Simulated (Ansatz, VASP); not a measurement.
**SnO2: VASP beside Ansatz**

Contents of POSCAR:

```
SnO2
1.0
    0.0000000000      2.5741500000      2.5741500000
    2.5741500000      0.0000000000      2.5741500000
    2.5741500000      2.5741500000      0.0000000000
Sn O
1 2
Direct
    0.0000000000      0.0000000000      0.0000000000
    0.2500000000      0.2500000000      0.2500000000
    0.7500000000      0.7500000000      0.7500000000
```

Contents of INCAR.step1:

```
  PREC = Accurate
  ENCUT = 600
  ISMEAR = 0
  SIGMA = 0.1
  LREAL = False
  LASPH = True
  NELM = 100
  GGA = PE
  ALGO = Normal
  EDIFF = 1E-4
  LWAVE = True
  LCHARG = False
```

The input INCAR.step2:

```
  PREC = Accurate
  ENCUT = 600
  EDIFF = 1E-6
  ISMEAR = 0
  SIGMA = 0.1
  LREAL = False
  LASPH = True
  NELM = 100
  ALGO = Normal
  ISIF = 3
  LWAVE = False
  LCHARG = False
  METAGGA = R2SCAN
  LMIXTAU = True
  IBRION = 2
  NSW = 100
  EDIFFG = -0.05
  ISTART = 1
```

The input KPOINTS:

```
regular mesh
0
Gamma
  6 6 6
```

Input for Ansatz:

```yaml
crystal:
  lattice:
    - [0.0, 2.57415, 2.57415]
    - [2.57415, 0.0, 2.57415]
    - [2.57415, 2.57415, 0.0]
  atoms:
    - { symbol: Sn, position: [0.0, 0.0, 0.0] }
    - { symbol: O, position: [0.25, 0.25, 0.25] }
    - { symbol: O, position: [0.75, 0.75, 0.75] }
basis:
  ecutwfc: 500
kpoints:
  mp_grid: { grid: [6, 6, 6] }
hamiltonian:
  xc: r2scan
scf:
  occupations: { method: gaussian, width: 0.1 }
output:
  forces: true
  stress: true
  eigenvalues: true
relax:
  adjacent_minimum: "off"
  f_tol: 0.05
  max_steps: 80
  cell: { stress_tol: 0.5 }
```

Alike in both runs: task relaxation of cell and atoms; functional r2SCAN; k mesh 6 × 6 × 6; occupations gaussian, width 0.1 eV; no spin polarisation.

```csv
,VASP,Ansatz
version,VASP 6.6.1,Ansatz 0.2.0
potentials or method,"VASP PAW PBE potentials, release 64 (Sn_d, O), cutoff 600 eV","scalar-relativistic, plane waves, PAW"
valence electrons in the cell,26,26
```

```csv
,VASP,Ansatz,Ansatz less VASP
"gap on the k mesh at the Fermi level, each at its own relaxed structure (eV)",0.82,0.86,+0.032
relaxed volume (Å³/atom),10.90,10.84,-0.054
relaxed cell length with the largest relative difference (Å),3.589,3.583,-0.0059
```

VASP's potentials were made for PBE, not for r2SCAN.
